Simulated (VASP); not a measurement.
# AlN (Cmc2_1) in VASP: notebook

AlN is run at these levels: PBE; tasks: single point.

All numbers are computed with VASP 6.6.1; they aren't measurements. Logs are shortened: lines on timing, memory, paths and dates and some standing lists are left out, and cuts for length are marked.

### 1 The cell of the first run

It takes space group Cmc2_1 (No. 36, orthorhombic). The conventional cell has a = 3.111 Å, b = 5.388 Å, c = 4.978 Å, α = 90.00°, β = 90.00°, γ = 90.00°. Within 2.5 Å of Al (site symmetry m) lie 4 N at 1.88 to 1.93 Å. Within 2.5 Å of N (site symmetry m) lie 4 Al at 1.88 to 1.93 Å.

### 2 Single point, PBE (mode 4 (239.4 1/cm) frozen in, largest displacement +0.120 Å)

The input, INCAR:

```
SYSTEM = AlN
PREC     = Accurate       ! precision mode
ENCUT    = 520            ! plane-wave cutoff, eV
EDIFF    = 1E-6           ! SCF threshold, eV
ISMEAR   = 0              ! smearing method
SIGMA    = 0.05           ! smearing width, eV
LREAL    = .FALSE.        ! projectors in reciprocal space
LASPH    = .TRUE.         ! aspherical terms in the spheres
NELM     = 80             ! most SCF steps
ALGO     = Normal         ! electronic algorithm
ISIF     = 2              ! what is computed and relaxed
LWAVE    = .FALSE.        ! write WAVECAR
LCHARG   = .TRUE.         ! write CHGCAR
GGA      = PE             ! functional
LELF     = .TRUE.         ! ELF
LVHAR    = .TRUE.       
NBANDS   = 16             ! bands
```

The input, KPOINTS:

```
regular mesh
0
G
  12 12 6
  0 0 0
```

The input, POSCAR:

```
AlN
1.0
    3.1110021516      0.0000000000      0.0000000000
   -1.5555010758      2.6942068945      0.0000000000
    0.0000000000      0.0000000000      4.9780000000
Al N
2 2
Direct
    0.3110633287      0.6221266574      0.0000000000
    0.6889366713      0.3778733426      0.5000000000
    0.3531943147      0.7063886295      0.3850000000
    0.6468056853      0.2936113705      0.8850000000
```

Potentials or basis: VASP PAW PBE potentials, release 64 (Al, N).

Command:

```bash
> cat potpaw_PBE.64/Al/POTCAR potpaw_PBE.64/N/POTCAR > POTCAR
> mpirun -np 1 vasp_std > vasp.out
```

OUTCAR:

```text
SYSTEM = AlN
   PREC = Accurate
   ENCUT = 520
   EDIFF = 1E-6
   ISMEAR = 0
   LREAL = .FALSE.
   LASPH = .TRUE.
   NELM = 80
   ISIF = 2
   GGA = PE

 ion  position               nearest neighbor table
   1  0.311  0.622  0.000-   4 1.88   4 1.88   4 1.90   3 1.93   2 3.01   2 3.01   2 3.01   2 3.01
                             2 3.22   2 3.22
   2  0.689  0.378  0.500-   3 1.88   3 1.88   3 1.90   4 1.93   1 3.01   1 3.01   1 3.01   1 3.01
                             1 3.22   1 3.22
   3  0.353  0.706  0.385-   2 1.88   2 1.88   2 1.90   1 1.93
   4  0.647  0.294  0.885-   1 1.88   1 1.88   1 1.90   2 1.93

  LATTYP: Found a hexagonal cell.
 ALAT       =     3.1110021516
 C/A-ratio  =     1.6001274694

  Lattice vectors:

 A1 = (   3.1110021516,   0.0000000000,   0.0000000000)
 A2 = (  -1.5555010758,   2.6942068945,   0.0000000000)
 A3 = (   0.0000000000,   0.0000000000,   4.9780000000)

Analysis of symmetry for initial positions (statically):
=====================================================================
 Subroutine PRICEL returns:
 Original cell was already a primitive cell.

 Routine SETGRP: Setting up the symmetry group for a
 hexagonal supercell.

 Subroutine GETGRP returns: Found  4 space group operations
 (whereof  2 operations were pure point group operations)
 out of a pool of 24 trial point group operations.

The static configuration has the point symmetry C_1h.
 The point group associated with its full space group is C_2v.

Analysis of symmetry for dynamics (positions and initial velocities):
=====================================================================
 Subroutine PRICEL returns:
 Original cell was already a primitive cell.

 Routine SETGRP: Setting up the symmetry group for a
 hexagonal supercell.

 Subroutine GETGRP returns: Found  4 space group operations
 (whereof  2 operations were pure point group operations)
 out of a pool of 24 trial point group operations.

The dynamic configuration has the point symmetry C_1h.
 The point group associated with its full space group is C_2v.

 Subroutine INISYM returns: Found  4 space group operations
 (whereof  2 operations are pure point group operations),
 and found     1 'primitive' translations

----------------------------------------------------------------------------------------

                                     Primitive cell

  volume of cell :      41.7240

  direct lattice vectors                    reciprocal lattice vectors
     3.111002152  0.000000000  0.000000000     0.321439829  0.185583372  0.000000000
    -1.555501076  2.694206895  0.000000000     0.000000000  0.371166744  0.000000000
     0.000000000  0.000000000  4.978000000     0.000000000  0.000000000  0.200883889

  length of vectors
     3.111002152  3.111002152  4.978000000     0.371166744  0.371166744  0.200883889

  position of ions in fractional coordinates (direct lattice)
     0.311063329  0.622126657  0.000000000
     0.688936671  0.377873343  0.500000000
     0.353194315  0.706388629  0.385000000
     0.646805685  0.293611371  0.885000000

  ion indices of the primitive-cell ions
   primitive index   ion index
                 1           1
                 2           2
                 3           3
                 4           4

----------------------------------------------------------------------------------------

 KPOINTS: regular mesh

Automatic generation of k-mesh.
 Grid dimensions read from file:
 generate k-points for:   12   12    6

 Generating k-lattice:

  Cartesian coordinates                     Fractional coordinates (reciprocal lattice)
     0.026786652  0.015465281  0.000000000     0.083333333  0.000000000  0.000000000
     0.000000000  0.030930562  0.000000000     0.000000000  0.083333333  0.000000000
     0.000000000  0.000000000  0.033480648     0.000000000  0.000000000  0.166666667

  Length of vectors
     0.030930562  0.030930562  0.033480648

  Shift w.r.t. Gamma in fractional coordinates (k-lattice)
     0.000000000  0.000000000  0.000000000

 Subroutine IBZKPT returns following result:
 ===========================================

 Found    172 irreducible k-points:

 Following reciprocal coordinates:
            Coordinates               Weight
  0.000000  0.000000  0.000000      1.000000
  0.083333  0.000000  0.000000      4.000000
  0.000000  0.083333  0.000000      2.000000
  0.166667 -0.000000  0.000000      4.000000
  0.000000  0.166667  0.000000      2.000000
  0.250000 -0.000000  0.000000      4.000000
[... 16 lines left out ...]
 -0.083333  0.416667  0.000000      4.000000
 -0.416667  0.333333  0.000000      4.000000
 [... further k-points ...]
   k-points           NKPTS =    172   k-points in BZ     NKDIM =    172   number of bands    NBANDS=     16
   number of dos      NEDOS =    301   number of ions     NIONS =      4
   total plane-waves  NPLWV =  23040
   dimension x,y,z NGX =    24 NGY =   24 NGZ =   40
   dimension x,y,z NGXF=    48 NGYF=   48 NGZF=   80
   ions per type =               2   2
   NGX,Y,Z   is equivalent  to a cutoff of  12.83, 12.83, 13.36 a.u.
   NGXF,Y,Z  is equivalent  to a cutoff of  25.65, 25.65, 26.72 a.u.
 SYSTEM =  AlN
   PREC   = accura    normal or accurate (medium, high low for compatibility)
   ISTART =      0    job   : 0-new  1-cont  2-samecut
   ICHARG =      2    charge: 1-file 2-atom 10-const
   ISPIN  =      1    spin polarized calculation?
   LNONCOLLINEAR =      F non collinear calculations
   LSORBIT =      F    spin-orbit coupling
   LASPH  =      T    aspherical Exc in radial PAW
   ENCUT  =  520.0 eV  38.22 Ry    6.18 a.u.   5.78  5.78  9.26*2*pi/ulx,y,z
   NELM   =     80;   NELMIN=  2; NELMDL= -5     # of ELM steps
   EDIFF  = 0.1E-05   stopping-criterion for ELM
   LREAL  =      F    real-space projection
   EDIFFG = 0.1E-04   stopping-criterion for IOM
   NSW    =      0    number of steps for IOM
   IBRION =     -1    ionic relax: 0-MD 1-quasi-New 2-CG
   NFREE  =      0    steps in history (QN), initial steepest desc. (CG)
   ISIF   =      2    stress and relaxation
   ISYM   =      2    0-nonsym 1-usesym 2-fastsym
   POTIM  = 0.5000    time-step for ionic-motion
   TEBEG  =    0.0;   TEEND  =   0.0 temperature during run
   PSTRESS=    0.0 pullay stress
   NELECT =      16.0000    total number of electrons
   NUPDOWN=      -1.0000    fix difference up-down
   EMIN   =  10.00;   EMAX   =-10.00  energy-range for DOS
   EFERMI =   0.00;   METHOD = LEGACY
   ISMEAR =     0;   SIGMA  =   0.05  broadening in eV -4-tet -1-fermi 0-gaus
   EFERMI_NEDOS =   21; number of points for ismear=-14 and -15
   IALGO  =     38    algorithm
   IMIX   =      4    mixing-type and parameters
     AMIX     =   0.40;   BMIX     =  1.00
     AMIX_MAG =   1.60;   BMIX_MAG =  1.00
  volume/ion in A,a.u.               =      10.43        70.39
  Fermi-wavevector in a.u.,A,eV,Ry     =   1.189377  2.247596 19.247033  1.414617
  Thomas-Fermi vector in A             =   2.325485
   LORBIT       =      0    0 simple, 1 ext, 2 COOP (PROOUT), +10 PAW based schemes
   GGA     = PE    functional components
   LHFCALC =     F    Hartree Fock is set to
   AEXX    =    0.0000 exact exchange contribution
   IVDW    =     0    specifies the selected vdW correction
   LEPSILON=     F    determine dielectric tensor
   LRPA    =     F    only Hartree local field effects (RPA)
 non-spin polarized calculation
 Gauss-broadening in eV      SIGMA  =   0.05
  energy-cutoff  :      520.00
  volume of cell :       41.72
 maximum number of plane-waves:      1152
   NGX = 11   NGY = 11   NGZ = 19

 number of electron      15.9999998 magnetization

 Free energy of the ion-electron system (eV)
  ---------------------------------------------------
  ext. energy  EPLUGINS =         0.00000000
  ---------------------------------------------------
  free energy    TOTEN  =       -29.65499564 eV

  energy without entropy =      -29.65499564  energy(sigma->0) =      -29.65499564

 E-fermi :   6.5290     XC(G=0): -10.9229

 val. band max:        6.3127662353   @ k =   0.0000   0.0000   0.0000
 cond. band min:      10.3146040895   @ k =   0.0000   0.0000   0.0000
 fundamental gap:      4.0018378542
 Fermi energy:         6.5289710715

 k-point     1 :       0.0000    0.0000    0.0000
  band No.  band energies     occupation
      1      -9.0182      2.00000
      2      -6.8600      2.00000
      3       0.2066      2.00000
      4       5.2364      2.00000
      5       5.3528      2.00000
      6       5.7612      2.00000
[... 8 lines left out ...]
     15      19.0696      0.00000
     16      19.7955      0.00000

 k-point     2 :       0.0833    0.0000    0.0000
  band No.  band energies     occupation
      1      -8.9298      2.00000
      2      -6.8083      2.00000
      3       0.3113      2.00000
      4       4.8738      2.00000
      5       5.1685      2.00000
      6       5.4288      2.00000
[... 8 lines left out ...]
     15      19.1716      0.00000
     16      19.4262      0.00000

 k-point     3 :       0.0000    0.0833    0.0000
  band No.  band energies     occupation
      1      -8.9287      2.00000
      2      -6.8109      2.00000
      3       0.3134      2.00000
      4       4.8504      2.00000
      5       5.2070      2.00000
      6       5.6354      2.00000
[... 8 lines left out ...]
     15      18.9088      0.00000
     16      19.8286      0.00000

 k-point     4 :       0.1667   -0.0000    0.0000
  band No.  band energies     occupation
      1      -8.6722      2.00000
      2      -6.6663      2.00000
      3       0.6198      2.00000
      4       3.8243      2.00000
      5       4.6290      2.00000
      6       4.9133      2.00000
[... 8 lines left out ...]
     15      18.5232      0.00000
     16      19.3788      0.00000
[... 324 lines left out ...]
 k-point    22 :       0.3333    0.0833    0.0000
  band No.  band energies     occupation
      1      -7.4870      2.00000
      2      -6.2598      2.00000
      3       1.1888      2.00000
      4       2.1637      2.00000
      5       2.5636      2.00000
      6       3.9906      2.00000
[... 8 lines left out ...]
     15      18.7906      0.00000
     16      20.7424      0.00000

 k-point    23 :      -0.0833    0.4167    0.0000
  band No.  band energies     occupation
      1      -7.4353      2.00000
      2      -6.3495      2.00000
      3       1.5475      2.00000
      4       2.1285      2.00000
      5       2.4258      2.00000
      6       3.9640      2.00000
[... 8 lines left out ...]
     15      18.1272      0.00000
     16      21.0739      0.00000

 k-point    24 :      -0.4167    0.3333    0.0000
  band No.  band energies     occupation
      1      -7.4984      2.00000
      2      -6.2395      2.00000
      3       1.1791      2.00000
      4       2.1370      2.00000
      5       2.4927      2.00000
      6       4.0581      2.00000
[... 8 lines left out ...]
     15      19.2857      0.00000
     16      21.1178      0.00000

 [... further k-points ...]
[... 5 lines left out ...]
  --------------------------------------------------------------------------------------
  -------------------------------------------------------------------------------------
  Total        1.0561531      0.9343224      0.7118432      0.0000000      0.0000000      0.0000000
  in kB       40.5556453     35.8774180     27.3343506      0.0000000      0.0000000      0.0000000
  external PRESSURE =      34.5891379 kB  Pullay stress =       0.0000000 kB

 VOLUME and BASIS-vectors are now :
 -----------------------------------------------------------------------------
  energy-cutoff  :      520.00
  volume of cell :       41.72
      direct lattice vectors                 reciprocal lattice vectors
     3.111002152  0.000000000  0.000000000     0.321439829  0.185583372  0.000000000
    -1.555501076  2.694206895  0.000000000     0.000000000  0.371166744  0.000000000
     0.000000000  0.000000000  4.978000000     0.000000000  0.000000000  0.200883889

 POSITION                                       TOTAL-FORCE (eV/Angst)
 -----------------------------------------------------------------------------------
      0.00000      1.67614      0.00000         0.000000      0.615423      0.264008
      1.55550      1.01807      2.48900        -0.000000     -0.615423      0.264008
     -0.00000      1.90316      1.91653         0.000000     -0.350417     -0.264008
      1.55550      0.79105      4.40553         0.000000      0.350417     -0.264008
 -----------------------------------------------------------------------------------
    total drift:                                0.000000      0.000000      0.000466

  FREE ENERGIE OF THE ION-ELECTRON SYSTEM (eV)
  ---------------------------------------------------
  free  energy   TOTEN  =       -29.6549956416 eV

  energy  without entropy=      -29.6549956416  energy(sigma->0) =      -29.65499564
```

Run time: 32 s. Hardware: 1 thread of Intel Xeon 6975P-C (Granite Rapids), shared host; peak memory 0.22 GiB.

What came out:

```yaml
Free_energy: -29.6550 eV
Pressure: 3.5 GPa
Largest_force: 0.670 eV/Å
Band_gap_on_the_k_mesh: 4.00 eV, direct
```

Forces in eV/Å, atoms in the order of the input:
```
Al   0.000  0.615  0.264
Al   0.000 -0.615  0.264
N    0.000 -0.350 -0.264
N    0.000  0.350 -0.264
```

Stress tensor (GPa, compression positive):
```
4.06 0.00 0.00
0.00 3.59 0.00
0.00 0.00 2.73
```

Caveat: the cell differs from its parent crystal (mode 4 (239.4 1/cm) frozen in, largest displacement +0.120 Å).

(Part 1 of 2 ends here.)
